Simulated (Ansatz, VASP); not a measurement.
**Co: VASP beside Ansatz**

The input INCAR:

```
SYSTEM = Co
ALGO     = Normal         ! electronic algorithm
EDIFF    = 1E-6           ! SCF threshold, eV
ENCUT    = 690            ! plane-wave cutoff, eV
GGA      = PE             ! functional
GGA_COMPAT= .FALSE.      
ISIF     = 2              ! what is computed and relaxed
ISMEAR   = -1             ! smearing method
ISPIN    = 2              ! spin polarisation
LASPH    = .TRUE.         ! aspherical terms in the spheres
LCHARG   = .FALSE.        ! write CHGCAR
LMAXMIX  = 4              ! l up to which the mixer works
LORBIT   = 11             ! projections on sites
LREAL    = .FALSE.        ! projectors in reciprocal space
LWAVE    = .FALSE.        ! write WAVECAR
MAGMOM   = 1.826          ! initial moments
NBANDS   = 18             ! bands
NELM     = 200            ! most SCF steps
PREC     = Accurate       ! precision mode
SIGMA    = 0.05           ! smearing width, eV
```

The input KPOINTS:

```
k-points
0
G
  18 18 18
  0 0 0
```

POSCAR

```
Co
1.0
   -1.3868357564      1.3868357564      1.3868357564
    1.3868357564     -1.3868357564      1.3868357564
    1.3868357564      1.3868357564     -1.3868357564
Co
1
Direct
    0.0000000000      0.0000000000      0.0000000000
```

Input for Ansatz:

```yaml
crystal:
  lattice:
    - [-1.3868357564, 1.3868357564, 1.3868357564]
    - [1.3868357564, -1.3868357564, 1.3868357564]
    - [1.3868357564, 1.3868357564, -1.3868357564]
  atoms:
    - { symbol: Co, position: [0.0, 0.0, 0.0], spin: 1.826 }
hamiltonian:
  xc: pbe
  pseudopotentials:
    kind: paw
    azcp:
      Co: "pseudopotentials/Co.paw.azcp"
basis:
  ecutwfc: 420
  fft_grid_basis: typed
kpoints:
  mp_grid: { grid: [18, 18, 18], shift: [0, 0, 0] }
magnetization:
  spin_polarized: true
scf:
  occupations: { method: fermi_dirac, width: 0.05 }
  lower_state_search: "off"
output:
  stress: true
```

Alike in both runs: task single point; functional PBE; k mesh 18 × 18 × 18; occupations fermi-dirac, width 0.05 eV; collinear spin.

|  | VASP | Ansatz |
| --- | --- | --- |
| version | VASP 6.6.1 | Ansatz 0.2.0 |
| potentials or method | VASP PAW PBE potentials, release 64 (Co_sv), cutoff 690 eV | plane waves (420 eV) with PAW, scalar-relativistic |
| valence electrons in the cell | 17 | 17 |

|  | VASP | Ansatz | Ansatz less VASP |
| --- | --- | --- | --- |
| pressure (GPa) | 7.1 | 8.5 | +1.33 |
| net moment per atom (μB) | 1.71 | 1.71 | +0.001 |
| size of the moment on the site where the two differ most (μB) | 1.76 | 1.77 | +0.010 |

Site moments also hang on the region over which each program counts them.
